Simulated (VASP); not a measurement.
A run of VASP 6.6.1 is set up as follows.

Contents of INCAR:

```
SYSTEM = HfO2
PREC = Accurate
ENCUT = 600
EDIFF = 1E-6
ISMEAR = -1
SIGMA = 0.05
LREAL = .False.
LASPH = .True.
NELM = 120
ALGO = Normal
ISIF = 2
LWAVE = .False.
LCHARG = .False.
GGA = PE
IVDW = 12
NBANDS = 31
GGA_COMPAT = .False.
```

The input KPOINTS:

```
Automatic mesh
0
Gamma
  8 8 5
  0 0 0
```

The input POSCAR:

```
HfO2
1.0
    3.5873706778      0.0000000000      0.0000000000
    0.0000000000      3.5873706778      0.0000000000
    0.0000000000      0.0000000000      5.2122299901
Hf O
2 4
Direct
    0.0000000000      0.0000000000      0.0000000000
    0.5000000000      0.5000000000      0.5000000000
    0.0000000000      0.5000000000      0.1974314557
    0.5000000000      0.0000000000      0.3025685443
    0.5000000000      0.0000000000      0.8025685443
    0.0000000000      0.5000000000      0.6974314557
```

Potentials or basis: VASP PAW PBE potentials, release 64 (Hf_pv, O).

Launch:

```sh
$ cat potpaw_PBE.64/Hf_pv/POTCAR potpaw_PBE.64/O/POTCAR > POTCAR
$ mpirun -np 1 vasp_std > vasp.out
```

(1) Estimate the largest force.

(2) Estimate the pressure.

## Answers

(1) 0.045 eV/Å.

(2) -3.6 GPa.
